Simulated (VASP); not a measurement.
NaI3:

```
I Na
1.0
     7.16527    0.00000    0.00000
    -3.58263    6.20531    0.00000
     0.00000    0.00000    6.53177
I Na
6 2
Cartesian
  2.2717 0.0000 1.6329
  1.1359 1.9674 4.8988
  -1.1359 1.9674 1.6329
  4.8935 0.0000 4.8988
  2.4468 4.2379 1.6329
  -2.4468 4.2379 4.8988
  0.0000 0.0000 0.0000
  0.0000 0.0000 3.2659
```

Base run:

- Program: VASP 6.6.1
- Functional: PBEsol
- Potentials or basis: VASP PAW PBE potentials, release 64 (I, Na_pv)
- Cutoff: 520 eV
- k mesh: 3 × 3 × 3
- Occupations: fermi-dirac, width 0.0106 eV
- Spin: no spin polarisation

Its results: band gap on the k mesh zero (band 28 reaches 2.06 eV, above the bottom of band 29 at 1.68 eV); pressure 2.6 GPa; largest force 1.219 eV/Å.

Problem. The run is repeated on the same cell with these changes: functional from PBEsol to r2SCAN. What comes out?

Solution. Band gap on the k mesh zero (band 28 reaches 1.86 eV, above the bottom of band 29 at 1.47 eV); pressure 3.7 GPa; largest force 1.328 eV/Å.

Caveats: the PAW data sets were made with another functional, which shifts forces and pressure a little; spin-orbit coupling is left out, which moves the levels of the heavy elements.
